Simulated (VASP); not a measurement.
C:

```
CELL_PARAMETERS angstrom
0.00000 1.77140 1.77140
1.77140 0.00000 1.77140
1.77140 1.77140 0.00000
ATOMIC_POSITIONS crystal
C 0.75000 0.75000 0.75000
C 0.50000 0.50000 0.50000
```

Program: VASP 6.6.1. Alike in all runs: task single point; potentials or basis VASP PAW PBE potentials, release 64 (C); cell as given.

Question: Order these runs on this cell by their pressure, lowest first.
A. level b88 exchange, pbe correlation; spin off; k mesh 13 × 13 × 13; cutoff (eV) 600; smearing fermi-dirac 0.05 eV
B. level PBE-based screened hybrid with 25 % exact exchange; spin off; k mesh 7 × 7 × 7; cutoff (eV) 520; smearing fermi-dirac 0.05 eV; grid for exact exchange (PRECFOCK) Normal; share of exact exchange 0.25; screening parameter 0.3 1/Å
C. level pbe exchange, pbesol correlation; spin collinear; fixed moment (μB) 1.0; k mesh 13 × 13 × 13; cutoff (eV) 600; smearing tetrahedron
D. level revpbe exchange, lda correlation; spin off; k mesh 13 × 13 × 13; cutoff (eV) 600; smearing gaussian 0.1 eV
E. level BHLYP; spin off; k mesh 7 × 7 × 7; cutoff (eV) 520; smearing fermi-dirac 0.05 eV; grid for exact exchange (PRECFOCK) Normal; share of exact exchange 0.5

Answer: E (0.7 GPa), B (2.5 GPa), A (11.4 GPa), D (27.0 GPa), C (50.9 GPa).

Caveats: some runs use coarse meshes; the PAW data sets were made with another functional, which shifts forces and pressure a little; the cell stands under pressure (at least some runs); the total moment is fixed, so each spin has its own Fermi level (at least some runs).
